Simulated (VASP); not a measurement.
GaP (l): single point with LDA

Crystal: GaP (l).

```
CELL_PARAMETERS angstrom
0.00000 2.69566 2.69566
2.69566 0.00000 2.69566
2.69566 2.69566 0.00000
ATOMIC_POSITIONS crystal
Ga 0.00000 0.00000 0.00000
P 0.25000 0.25000 0.25000
```

- Program: VASP 6.6.1
- Task: single point
- Functional: LDA
- Potentials or basis: VASP PAW LDA potentials, release 64 (Ga_d, P)
- Cutoff: 500 eV
- k mesh: 10 × 10 × 10
- Occupations: gaussian, width 0.02 eV
- Spin: no spin polarisation

| Quantity | Value |
| --- | --- |
| Pressure | 0.1 GPa |
| Band gap on the k mesh | 1.40 eV, indirect (least direct gap 1.91 eV) |

Levels at points of the mesh, in eV from the valence-band top:
```csv
k point,band 7,band 8,band 9,band 10,band 11,band 12
"(0.00, 0.00, 0.00)",0.00,0.00,0.00,1.91,3.78,3.78
"(0.50, 0.00, 0.00)",-6.90,-1.18,-1.18,1.62,4.62,4.62
"(0.50, 0.50, 0.00)",-7.00,-2.82,-2.82,1.43,1.65,10.70
```

It took 15 s on 1 thread of AMD EPYC 9R45 96-Core Processor (Zen 5), on a shared host, peak memory 0.12 GiB.

A k mesh can miss the band edges. A hybrid or GW would open this gap; LDA tends to underestimate it.
